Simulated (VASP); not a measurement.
Here is a VASP 6.6.1 calculation.

POSCAR

```
ScAlN2
1.0
    3.0446085440      0.0000000000      0.0000000000
    0.0000000000      3.0446085440      0.0000000000
    0.0000000000      0.0000000000      4.3189807810
Sc N Al
1 2 1
Direct
    0.0000000000      0.0000000000      0.0000000000
    0.0000000000      0.0000000000      0.5000000000
    0.5000000000      0.5000000000      0.0000000000
    0.5000000000      0.5000000000      0.5000000000
```

The input INCAR.step1:

```
SYSTEM = ScAlN2
PREC     = Accurate       ! precision mode
ENCUT    = 520            ! plane-wave cutoff, eV
ISMEAR   = 0              ! smearing method
SIGMA    = 0.01           ! smearing width, eV
LREAL    = .False.        ! projectors in reciprocal space
LASPH    = .True.         ! aspherical terms in the spheres
NELM     = 80             ! most SCF steps
NBANDS   = 20             ! bands
GGA      = PE             ! functional
ALGO     = Normal         ! electronic algorithm
EDIFF    = 1E-4           ! SCF threshold, eV
LWAVE    = .True.         ! write WAVECAR
LCHARG   = .False.        ! write CHGCAR
```

INCAR.step2

```
SYSTEM = ScAlN2
PREC     = Accurate       ! precision mode
ENCUT    = 520            ! plane-wave cutoff, eV
EDIFF    = 1E-6           ! SCF threshold, eV
ISMEAR   = 0              ! smearing method
SIGMA    = 0.01           ! smearing width, eV
LREAL    = .False.        ! projectors in reciprocal space
LASPH    = .True.         ! aspherical terms in the spheres
NELM     = 80             ! most SCF steps
ALGO     = Normal         ! electronic algorithm
ISIF     = 2              ! what is computed and relaxed
LWAVE    = .False.        ! write WAVECAR
LCHARG   = .False.        ! write CHGCAR
METAGGA  = R2SCAN         ! meta-GGA
LMIXTAU  = .True.       
NBANDS   = 20             ! bands
ISTART   = 1
```

The input KPOINTS:

```
regular mesh
0
Gamma
  8 8 6
  0 0 0
```

Potentials or basis: VASP PAW PBE potentials, release 64 (Sc_sv, N, Al).

Command:

```bash
$ cat potpaw_PBE.64/Sc_sv/POTCAR potpaw_PBE.64/N/POTCAR potpaw_PBE.64/Al/POTCAR > POTCAR
$ cp INCAR.step1 INCAR
$ mpirun -np 1 vasp_std > vasp.out
$ cp INCAR.step2 INCAR
$ mpirun -np 1 vasp_std > vasp.out
```

Estimate the band gap on the k mesh.

1.13 eV, direct.

Predict the pressure.

1.1 GPa.

Stress tensor (GPa, compression positive):
```
1.10 0.00 0.00
0.00 1.10 0.00
0.00 0.00 0.97
```

Caveat: the PAW data sets were made with another functional, which shifts forces and pressure a little. A k mesh can miss the band edges.
